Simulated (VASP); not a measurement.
# KI (I4/mmm) in VASP: further runs

The runs below take KI through single point, with PBE.

Program: VASP 6.6.1. These are calculated values, not measurements. Logs are shortened: lines on timing, memory, paths and dates and some standing lists are left out, and cuts for length are marked.

### Step 1. The cell of the first run

The structure is tetragonal, space group I4/mmm (No. 139). Conventional cell: a = 5.383 Å, b = 5.383 Å, c = 7.331 Å, α = 90.00°, β = 90.00°, γ = 90.00°. Within 4.8 Å of K (site symmetry 4/mmm) lie 6 I at 3.67 to 3.81 Å. Within 4.8 Å of I (site symmetry 4/mmm) lie 6 K at 3.67 to 3.81 Å.

### Step 2. Single point, PBE (strain +0.080 along x and y, +0.040 along z)

INCAR

```
PREC     = Accurate       # precision mode
ENCUT    = 520            # plane-wave cutoff, eV
EDIFF    = 1E-6           # SCF threshold, eV
ISMEAR   = 0              # smearing method
SIGMA    = 0.05           # smearing width, eV
LREAL    = F              # projectors in reciprocal space
LASPH    = T              # aspherical terms in the spheres
NELM     = 100            # most SCF steps
ALGO     = Normal         # electronic algorithm
ISIF     = 2              # what is computed and relaxed
LWAVE    = F              # write WAVECAR
LCHARG   = F              # write CHGCAR
GGA      = PE             # functional
NBANDS   = 15             # bands
```

KPOINTS

```
Automatic mesh
0
Gamma
  6 6 6
```

POSCAR

```
KI
1.0
    0.0000000000      3.8065140000      3.6655320000
    3.8065140000      0.0000000000      3.6655320000
    3.8065140000      3.8065140000      0.0000000000
K I
1 1
Direct
    0.0000000000      0.0000000000      0.0000000000
    0.5000000000      0.5000000000      0.5000000000
```

Potentials or basis: VASP PAW PBE potentials, release 64 (K_sv, I).

Run with:

```bash
> cat potpaw_PBE.64/K_sv/POTCAR potpaw_PBE.64/I/POTCAR > POTCAR
> mpirun -np 1 vasp_std > vasp.out
```

OUTCAR:

```text
PREC = Accurate
   ENCUT = 520
   EDIFF = 1E-6
   ISMEAR = 0
   LREAL = F
   LASPH = T
   NELM = 100
   ISIF = 2
   GGA = PE

 ion  position               nearest neighbor table
   1  0.000  0.000  0.000-   2 3.67   2 3.67
   2  0.500  0.500  0.500-   1 3.67   1 3.67

  LATTYP: Found a body centered tetragonal cell.
 ALAT       =     5.3832237242
 C/A-ratio  =     1.3618352823

  Lattice vectors:

 A1 = (   0.0000000000,  -3.8065140000,  -3.6655320000)
 A2 = (   0.0000000000,   3.8065140000,  -3.6655320000)
 A3 = (   3.8065140000,   0.0000000000,   3.6655320000)

Analysis of symmetry for initial positions (statically):
=====================================================================
 Subroutine PRICEL returns:
 Original cell was already a primitive cell.

 Routine SETGRP: Setting up the symmetry group for a
 body centered tetragonal supercell.

 Subroutine GETGRP returns: Found 16 space group operations
 (whereof 16 operations were pure point group operations)
 out of a pool of 16 trial point group operations.

The static configuration has the point symmetry D_4h.

Analysis of symmetry for dynamics (positions and initial velocities):
=====================================================================
 Subroutine PRICEL returns:
 Original cell was already a primitive cell.

 Routine SETGRP: Setting up the symmetry group for a
 body centered tetragonal supercell.

 Subroutine GETGRP returns: Found 16 space group operations
 (whereof 16 operations were pure point group operations)
 out of a pool of 16 trial point group operations.

The dynamic configuration has the point symmetry D_4h.

 Subroutine INISYM returns: Found 16 space group operations
 (whereof 16 operations are pure point group operations),
 and found     1 'primitive' translations

----------------------------------------------------------------------------------------

                                     Primitive cell

  volume of cell :     106.2238

  direct lattice vectors                    reciprocal lattice vectors
     0.000000000  3.806514000  3.665532000    -0.131353779  0.131353779  0.136405848
     3.806514000  0.000000000  3.665532000     0.131353779 -0.131353779  0.136405848
     3.806514000  3.806514000  0.000000000     0.131353779  0.131353779 -0.136405848

  length of vectors
     5.284474778  5.284474778  5.383223724     0.230465151  0.230465151  0.230465151

  position of ions in fractional coordinates (direct lattice)
     0.000000000  0.000000000  0.000000000
     0.500000000  0.500000000  0.500000000

  ion indices of the primitive-cell ions
   primitive index   ion index
                 1           1
                 2           2

----------------------------------------------------------------------------------------

 KPOINTS: Automatic mesh

Automatic generation of k-mesh.
 Grid dimensions read from file:
 generate k-points for:    6    6    6

 Generating k-lattice:

  Cartesian coordinates                     Fractional coordinates (reciprocal lattice)
    -0.021892297  0.021892297  0.022734308     0.166666667 -0.000000000  0.000000000
     0.021892297 -0.021892297  0.022734308    -0.000000000  0.166666667  0.000000000
     0.021892297  0.021892297 -0.022734308     0.000000000  0.000000000  0.166666667

  Length of vectors
     0.038410859  0.038410859  0.038410859

  Shift w.r.t. Gamma in fractional coordinates (k-lattice)
     0.000000000  0.000000000  0.000000000

 Subroutine IBZKPT returns following result:
 ===========================================

 Found     30 irreducible k-points:

 Following reciprocal coordinates:
            Coordinates               Weight
  0.000000  0.000000  0.000000      1.000000
  0.166667  0.000000  0.000000      8.000000
  0.333333 -0.000000  0.000000      8.000000
  0.500000  0.000000  0.000000      4.000000
  0.166667  0.166667  0.000000      2.000000
  0.333333  0.166667  0.000000      8.000000
[... 16 lines left out ...]
  0.333333  0.000000  0.333333      4.000000
  0.500000 -0.000000  0.333333     16.000000
 [... further k-points ...]
   k-points           NKPTS =     30   k-points in BZ     NKDIM =     30   number of bands    NBANDS=     15
   number of dos      NEDOS =    301   number of ions     NIONS =      2
   total plane-waves  NPLWV =  64000
   dimension x,y,z NGX =    40 NGY =   40 NGZ =   40
   dimension x,y,z NGXF=    80 NGYF=   80 NGZF=   80
   ions per type =               1   1
   NGX,Y,Z   is equivalent  to a cutoff of  12.58, 12.58, 12.35 a.u.
   NGXF,Y,Z  is equivalent  to a cutoff of  25.17, 25.17, 24.71 a.u.
 SYSTEM =  unknown system
   PREC   = accura    normal or accurate (medium, high low for compatibility)
   ISTART =      0    job   : 0-new  1-cont  2-samecut
   ICHARG =      2    charge: 1-file 2-atom 10-const
   ISPIN  =      1    spin polarized calculation?
   LNONCOLLINEAR =      F non collinear calculations
   LSORBIT =      F    spin-orbit coupling
[... 27 lines left out ...]
   LORBIT       =      0    0 simple, 1 ext, 2 COOP (PROOUT), +10 PAW based schemes
   GGA     = PE    functional components
   LHFCALC =     F    Hartree Fock is set to
   AEXX    =    0.0000 exact exchange contribution
   IVDW    =     0    specifies the selected vdW correction
   LEPSILON=     F    determine dielectric tensor
   LRPA    =     F    only Hartree local field effects (RPA)
 non-spin polarized calculation
 Gauss-broadening in eV      SIGMA  =   0.05
  energy-cutoff  :      520.00
  volume of cell :      106.22
 maximum number of plane-waves:      2886
   NGX = 19   NGY = 19   NGZ = 21

 number of electron      16.0000002 magnetization

 Free energy of the ion-electron system (eV)
  ---------------------------------------------------
  ext. energy  EPLUGINS =         0.00000000
  ---------------------------------------------------
  free energy    TOTEN  =        -5.51394479 eV

  energy without entropy =       -5.51394479  energy(sigma->0) =       -5.51394479

 E-fermi :  -0.9781     XC(G=0):  -6.4767

 val. band max:       -1.2554336982   @ k =   0.0000   0.0000   0.0000
 cond. band min:       2.3175004263   @ k =   0.0000   0.0000   0.0000
 fundamental gap:      3.5729341246
 Fermi energy:        -0.9781015865

 k-point     1 :       0.0000    0.0000    0.0000
  band No.  band energies     occupation
      1     -30.1375      2.00000
      2     -13.6083      2.00000
      3     -13.6083      2.00000
      4     -13.6013      2.00000
      5     -11.5337      2.00000
      6      -1.2694      2.00000
      7      -1.2554      2.00000
      8      -1.2554      2.00000
      9       2.3175      0.00000
     10       5.1867      0.00000
     11       5.1867      0.00000
     12       5.3802      0.00000
     13       5.7864      0.00000
     14       5.9183      0.00000
     15       8.2650      0.00000

 k-point     2 :       0.1667    0.0000    0.0000
  band No.  band energies     occupation
      1     -30.1373      2.00000
      2     -13.6185      2.00000
      3     -13.6089      2.00000
      4     -13.6037      2.00000
      5     -11.5042      2.00000
      6      -1.5564      2.00000
      7      -1.3182      2.00000
      8      -1.3131      2.00000
      9       2.8389      0.00000
     10       5.1203      0.00000
     11       5.4312      0.00000
     12       5.5589      0.00000
     13       6.0114      0.00000
     14       6.1506      0.00000
     15       8.8625      0.00000

 k-point     3 :       0.3333   -0.0000    0.0000
  band No.  band energies     occupation
      1     -30.1370      2.00000
      2     -13.6420      2.00000
      3     -13.6101      2.00000
      4     -13.6045      2.00000
      5     -11.4453      2.00000
      6      -2.0188      2.00000
      7      -1.4221      2.00000
      8      -1.4213      2.00000
      9       3.7247      0.00000
     10       5.3163      0.00000
     11       5.9753      0.00000
     12       6.1243      0.00000
     13       6.6573      0.00000
     14       6.7782      0.00000
     15       7.6294      0.00000
[... 343 lines left out ...]
 k-point    23 :       0.3333    0.0000    0.3333
  band No.  band energies     occupation
      1     -30.1369      2.00000
      2     -13.6275      2.00000
      3     -13.6130      2.00000
      4     -13.6077      2.00000
      5     -11.4641      2.00000
      6      -1.9270      2.00000
      7      -1.4842      2.00000
      8      -1.4395      2.00000
      9       3.9027      0.00000
     10       4.1365      0.00000
     11       6.1047      0.00000
     12       6.3746      0.00000
     13       7.0191      0.00000
     14       7.1120      0.00000
     15       7.7396      0.00000

 k-point    24 :       0.5000   -0.0000    0.3333
  band No.  band energies     occupation
      1     -30.1367      2.00000
      2     -13.6289      2.00000
      3     -13.6169      2.00000
      4     -13.6101      2.00000
      5     -11.4461      2.00000
      6      -1.9614      2.00000
      7      -1.6337      2.00000
      8      -1.5023      2.00000
      9       4.1725      0.00000
     10       4.4677      0.00000
     11       5.9061      0.00000
     12       6.6410      0.00000
     13       6.9755      0.00000
     14       7.6032      0.00000
     15       7.8545      0.00000

 [... further k-points ...]
[... 5 lines left out ...]
  --------------------------------------------------------------------------------------
  -------------------------------------------------------------------------------------
  Total       -0.7405172     -0.7405172     -0.5132839      0.0000000      0.0000000      0.0000000
  in kB      -11.1692458    -11.1692458     -7.7418785      0.0000000      0.0000000      0.0000000
  external PRESSURE =     -10.0267901 kB  Pullay stress =       0.0000000 kB

 VOLUME and BASIS-vectors are now :
 -----------------------------------------------------------------------------
  energy-cutoff  :      520.00
  volume of cell :      106.22
      direct lattice vectors                 reciprocal lattice vectors
     0.000000000  3.806514000  3.665532000    -0.131353779  0.131353779  0.136405848
     3.806514000  0.000000000  3.665532000     0.131353779 -0.131353779  0.136405848
     3.806514000  3.806514000  0.000000000     0.131353779  0.131353779 -0.136405848

 POSITION                                       TOTAL-FORCE (eV/Angst)
 -----------------------------------------------------------------------------------
      0.00000      0.00000      0.00000         0.000000      0.000000      0.000000
      3.80651      3.80651      3.66553         0.000000      0.000000      0.000000
 -----------------------------------------------------------------------------------
    total drift:                                0.000000     -0.000000     -0.000000

  FREE ENERGIE OF THE ION-ELECTRON SYSTEM (eV)
  ---------------------------------------------------
  free  energy   TOTEN  =        -5.5139447936 eV

  energy  without entropy=       -5.5139447936  energy(sigma->0) =       -5.51394479
```

It took 44 s on 1 thread of Intel Xeon Platinum 8488C (Sapphire Rapids), shared host; peak memory 0.25 GiB.

Results:

* Free energy: -5.5139 eV
* Pressure: -1.0 GPa
* Band gap on the k mesh: 3.57 eV, direct

Stress tensor (GPa, compression positive):
```
-1.12  0.00  0.00
 0.00 -1.12  0.00
 0.00  0.00 -0.77
```

Caveat: the cell differs from its parent crystal (strain +0.080 along x and y, +0.040 along z); spin-orbit coupling is left out, which moves the levels of the heavy elements.

### Step 3. Single point, PBE (strain -0.080 along x and y, +0.000 along z)

INCAR

```
SYSTEM = KI
ALGO = Normal
EDIFF = 1E-6
ENCUT = 520
GGA = PE
ISIF = 2
ISMEAR = 0
LASPH = .True.
LCHARG = .False.
LREAL = .False.
LWAVE = .False.
NBANDS = 15
NELM = 100
PREC = Accurate
SIGMA = 0.05
```

KPOINTS

```
k-points
0
Gamma
  6 6 6
  0 0 0
```

POSCAR

```
KI
1.0
    0.0000000000      3.2425860000      3.5245500000
    3.2425860000      0.0000000000      3.5245500000
    3.2425860000      3.2425860000      0.0000000000
K I
1 1
Direct
    0.0000000000      0.0000000000      0.0000000000
    0.5000000000      0.5000000000      0.5000000000
```

Potentials or basis: VASP PAW PBE potentials, release 64 (K_sv, I).

Run with:

```bash
> cat potpaw_PBE.64/K_sv/POTCAR potpaw_PBE.64/I/POTCAR > POTCAR
> mpirun -np 1 vasp_std > vasp.out
```

Run time: 19 s. Hardware: 1 thread of Intel Xeon Platinum 8488C (Sapphire Rapids), shared host; peak memory 0.21 GiB.

It converged, with:

| Item | Value |
| --- | --- |
| Free energy | -5.3112 eV |
| Pressure | 4.5 GPa |
| Band gap on the k mesh | 4.33 eV, direct |

Stress tensor (GPa, compression positive):
```
6.04 0.00 0.00
0.00 6.04 0.00
0.00 0.00 1.53
```

Levels at points of the mesh, in eV from the valence-band top:
| k point | band 4 | band 5 | band 6 | band 7 | band 8 | band 9 | band 10 | band 11 | band 12 | band 13 |
| --- | --- | --- | --- | --- | --- | --- | --- | --- | --- | --- |
| (0.00, 0.00, 0.00) | -11.79 | -10.86 | -0.10 | 0.00 | 0.00 | 4.33 | 5.96 | 6.53 | 6.53 | 7.06 |
| (0.50, 0.00, 0.00) | -11.80 | -10.21 | -1.82 | -0.60 | -0.53 | 5.62 | 8.08 | 8.17 | 8.84 | 8.90 |
| (0.50, 0.50, 0.00) | -11.84 | -10.66 | -1.42 | -0.37 | -0.37 | 4.58 | 6.22 | 8.06 | 9.24 | 9.47 |
| (0.50, 0.00, 0.50) | -11.82 | -10.62 | -1.26 | -0.59 | -0.53 | 4.52 | 6.14 | 8.27 | 9.33 | 9.45 |

Caveat: the cell differs from its parent crystal (strain -0.080 along x and y, +0.000 along z); spin-orbit coupling is left out, which moves the levels of the heavy elements.

### Step 4. Single point, PBE (strain -0.040 along x and y, -0.080 along z)

INCAR

```
SYSTEM = KI
  ALGO = Normal
  EDIFF = 1E-7
  ENCUT = 520
  GGA = PE
  ISIF = 2
  ISMEAR = 0
  LASPH = .True.
  LCHARG = .False.
  LREAL = .False.
  LWAVE = .False.
  NBANDS = 15
  NELM = 60
  PREC = Accurate
  SIGMA = 0.05
```

KPOINTS is that of step 3.

POSCAR

```
KI
1.0
    0.0000000000      3.3835680000      3.2425860000
    3.3835680000      0.0000000000      3.2425860000
    3.3835680000      3.3835680000      0.0000000000
K I
1 1
Direct
    0.0000000000      0.0000000000      0.0000000000
    0.5000000000      0.5000000000      0.5000000000
```

Run with:

```bash
> cat potpaw_PBE.64/K_sv/POTCAR potpaw_PBE.64/I/POTCAR > POTCAR
> mpirun -np 1 vasp_std > vasp.out
```

It took 23 s on 1 thread of Intel Xeon Platinum 8488C (Sapphire Rapids), shared host; peak memory 0.21 GiB.

Results (log left out):

```
Free energy            : -5.3569 eV
Pressure               : 4.2 GPa
Band gap on the k mesh : 4.36 eV, direct
```

Stress tensor (GPa, compression positive):
```
3.26 0.00 0.00
0.00 3.26 0.00
0.00 0.00 6.00
```

Levels at points of the mesh, in eV from the valence-band top:
| k point | band 5 | band 6 | band 7 | band 8 | band 9 | band 10 | band 11 | band 12 |
| --- | --- | --- | --- | --- | --- | --- | --- | --- |
| (0.00, 0.00, 0.00) | -10.85 | -0.05 | -0.05 | 0.00 | 4.36 | 6.23 | 6.23 | 6.53 |
| (0.50, 0.00, 0.00) | -10.23 | -1.81 | -0.57 | -0.54 | 5.63 | 8.08 | 8.27 | 8.65 |
| (0.50, 0.50, 0.00) | -10.61 | -1.25 | -0.57 | -0.57 | 4.51 | 6.14 | 8.28 | 9.27 |
| (0.50, 0.00, 0.50) | -10.63 | -1.35 | -0.48 | -0.46 | 4.56 | 6.14 | 8.16 | 9.24 |

Caveat: the cell differs from its parent crystal (strain -0.040 along x and y, -0.080 along z); spin-orbit coupling is left out, which moves the levels of the heavy elements. A k mesh can miss the band edges.

### Step 5. Single point, PBE (strain -0.080 along x and y, +0.040 along z)

INCAR

```
SYSTEM = KI
PREC = Accurate ; ENCUT = 520
EDIFF = 1E-7 ; ISMEAR = 0
SIGMA = 0.05 ; LREAL = .FALSE.
LASPH = .TRUE. ; NELM = 100
ALGO = Normal ; ISIF = 2
LWAVE = .FALSE. ; LCHARG = .FALSE.
GGA = PE ; NBANDS = 15
```

KPOINTS

```
regular mesh
0
G
  6 6 6
  0 0 0
```

POSCAR

```
KI
1.0
    0.0000000000      3.2425860000      3.6655320000
    3.2425860000      0.0000000000      3.6655320000
    3.2425860000      3.2425860000      0.0000000000
K I
1 1
Direct
    0.0000000000      0.0000000000      0.0000000000
    0.5000000000      0.5000000000      0.5000000000
```

Run with:

```bash
> cat potpaw_PBE.64/K_sv/POTCAR potpaw_PBE.64/I/POTCAR > POTCAR
> mpirun -np 1 vasp_std > vasp.out
```

Wall time 20 s (1 thread of Intel Xeon Platinum 8488C (Sapphire Rapids), shared host); peak memory 0.21 GiB.

The run converged. Its results:

* Free energy: -5.3276 eV
* Pressure: 3.9 GPa
* Band gap on the k mesh: 4.18 eV, direct

Stress tensor (GPa, compression positive):
```
5.67 0.00 0.00
0.00 5.67 0.00
0.00 0.00 0.31
```

Levels at points of the mesh, in eV from the valence-band top:
| k point | band 6 | band 7 | band 8 | band 9 | band 10 | band 11 |
| --- | --- | --- | --- | --- | --- | --- |
| (0.00, 0.00, 0.00) | -0.12 | 0.00 | 0.00 | 4.18 | 5.85 | 6.66 |
| (0.50, 0.00, 0.00) | -1.73 | -0.58 | -0.50 | 5.56 | 7.96 | 8.02 |
| (0.50, 0.50, 0.00) | -1.37 | -0.31 | -0.31 | 4.67 | 6.16 | 7.99 |
| (0.50, 0.00, 0.50) | -1.18 | -0.62 | -0.50 | 4.62 | 6.06 | 8.26 |

Caveat: the cell differs from its parent crystal (strain -0.080 along x and y, +0.040 along z); spin-orbit coupling is left out, which moves the levels of the heavy elements. A k mesh can miss the band edges.

### Step 6. Single point, PBE (strain -0.080 along x and y, +0.080 along z)

INCAR

```
SYSTEM = KI
  ALGO = Normal
  EDIFF = 1E-6
  ENCUT = 520
  GGA = PE
  ISIF = 2
  ISMEAR = 0
  LASPH = .True.
  LCHARG = .False.
  LREAL = .False.
  LWAVE = .False.
  NBANDS = 15
  NELM = 100
  PREC = Accurate
  SIGMA = 0.05
```

KPOINTS

```
k-points
0
Gamma
  6 6 6
  0 0 0
```

POSCAR

```
KI
1.0
    0.0000000000      3.2425860000      3.8065140000
    3.2425860000      0.0000000000      3.8065140000
    3.2425860000      3.2425860000      0.0000000000
K I
1 1
Direct
    0.0000000000      0.0000000000      0.0000000000
    0.5000000000      0.5000000000      0.5000000000
```

Potentials or basis: VASP PAW PBE potentials, release 64 (K_sv, I).

Run with:

```bash
> cat potpaw_PBE.64/K_sv/POTCAR potpaw_PBE.64/I/POTCAR > POTCAR
> mpirun -np 1 vasp_std > vasp.out
```

Run time: 23 s. Hardware: 1 thread of Intel Xeon Platinum 8488C (Sapphire Rapids), shared host; peak memory 0.23 GiB.

It converged, with:

```yaml
Free_energy: -5.3267 eV
Pressure: 3.4 GPa
Band_gap_on_the_k_mesh: 4.05 eV, direct
```

Stress tensor (GPa, compression positive):
```
 5.35  0.00  0.00
 0.00  5.35  0.00
 0.00  0.00 -0.37
```

Levels at points of the mesh, in eV from the valence-band top:
| k point | band 4 | band 5 | band 6 | band 7 | band 8 | band 9 | band 10 | band 11 | band 12 | band 13 |
| --- | --- | --- | --- | --- | --- | --- | --- | --- | --- | --- |
| (0.00, 0.00, 0.00) | -11.88 | -10.75 | -0.15 | 0.00 | 0.00 | 4.05 | 5.75 | 6.77 | 6.77 | 7.04 |
| (0.50, 0.00, 0.00) | -11.87 | -10.20 | -1.66 | -0.57 | -0.47 | 5.50 | 7.81 | 7.90 | 8.83 | 8.89 |
| (0.50, 0.50, 0.00) | -11.90 | -10.62 | -1.31 | -0.26 | -0.26 | 4.75 | 6.12 | 7.93 | 8.72 | 9.06 |
| (0.50, 0.00, 0.50) | -11.89 | -10.54 | -1.12 | -0.64 | -0.47 | 4.70 | 6.00 | 8.25 | 8.74 | 9.21 |

Caveat: the cell differs from its parent crystal (strain -0.080 along x and y, +0.080 along z); spin-orbit coupling is left out, which moves the levels of the heavy elements.

### Step 7. Summary

```csv
cell,gap on the mesh (eV),pressure (GPa)
"a = 5.284, b = 5.284, c = 5.383 Å, angles 59.4, 59.4, 61.2°, 2 atoms",3.57,-1.0
"a = 4.789, b = 4.789, c = 4.586 Å, angles 61.4, 61.4, 57.2°, 2 atoms",4.33,4.5
"a = 4.686, b = 4.686, c = 4.785 Å, angles 59.3, 59.3, 61.4°, 2 atoms",4.36,4.2
"a = 4.894, b = 4.894, c = 4.586 Å, angles 62.1, 62.1, 55.9°, 2 atoms",4.18,3.9
"a = 5.000, b = 5.000, c = 4.586 Å, angles 62.7, 62.7, 54.6°, 2 atoms",4.05,3.4
```

Alike in all rows: task single point; level PBE; potentials or basis VASP PAW PBE potentials, release 64 (K_sv, I); no spin polarisation; k mesh 6 × 6 × 6; cutoff (eV) 520; smearing gaussian 0.05 eV.

Caveats: spin-orbit coupling is left out, which moves the levels of the heavy elements.

Absolute energies hang on the potentials; compare differences alone.
